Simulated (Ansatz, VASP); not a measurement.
# Two plane-wave programs on C

The input INCAR:

```
SYSTEM = C
  ALGO = Normal
  EDIFF = 1E-6
  ENCUT = 910
  GGA_COMPAT = .FALSE.
  ISIF = 2
  ISMEAR = 0
  LASPH = .TRUE.
  LCHARG = .FALSE.
  LREAL = .FALSE.
  LWAVE = .FALSE.
  NBANDS = 11
  NELM = 120
  PREC = Accurate
  SIGMA = 0.05
```

KPOINTS

```
k-points
0
G
  12 12 12
  0 0 0
```

Contents of POSCAR:

```
C
1.0
    0.0000000000      1.7229125689      1.9437899602
    1.7229125689      0.0000000000      1.9437899602
    1.7229125689      1.7229125689      0.0000000000
C
2
Direct
    0.5000000000      0.5000000000      0.5000000000
    0.7500000000      0.7500000000      0.7500000000
```

Input for Ansatz:

```yaml
crystal:
  lattice:
    - [0.0, 1.7229125689, 1.9437899602]
    - [1.7229125689, 0.0, 1.9437899602]
    - [1.7229125689, 1.7229125689, 0.0]
  atoms:
    - { symbol: C, position: [0.5, 0.5, 0.5] }
    - { symbol: C, position: [0.75, 0.75, 0.75] }
basis:
  ecutwfc: 520.0
kpoints:
  mp_grid: { grid: [12, 12, 12] }
hamiltonian:
  xc: lda
  pseudopotentials: { kind: paw, azcp: { folder: soft_1 } }
scf:
  occupations: { method: gaussian, width: 0.05 }
output:
  forces: true
  stress: true
  eigenvalues: true
  write_density: true
  write_potential: true
  elf: true
  volumetric_format: npy
```

Alike in both runs: task single point; functional LDA; k mesh 12 × 12 × 12; occupations gaussian, width 0.05 eV; no spin polarisation.

```csv
,VASP,Ansatz
version,VASP 6.6.1,Ansatz 0.2.0
potentials or method,"VASP PAW LDA potentials, release 64 (C_h), cutoff 910 eV","scalar-relativistic, plane waves, PAW"
valence electrons in the cell,8,8
```

VASP gave:

```
gap on the k mesh at the Fermi level (eV) : 2.60
least direct gap on the mesh (eV)         : 4.46
```

Problem. Which values does Ansatz return?

Solution. gap on the k mesh at the Fermi level (eV): 2.61; least direct gap on the mesh (eV): 4.46.

Ansatz warns that its potentials were made for another functional, while VASP's fit it. LDA's correlation is that of Perdew and Zunger in VASP and of Perdew and Wang (1992) in Ansatz.

Noted on VASP's run: the cutoff is short for stress, so the pressure is rough.
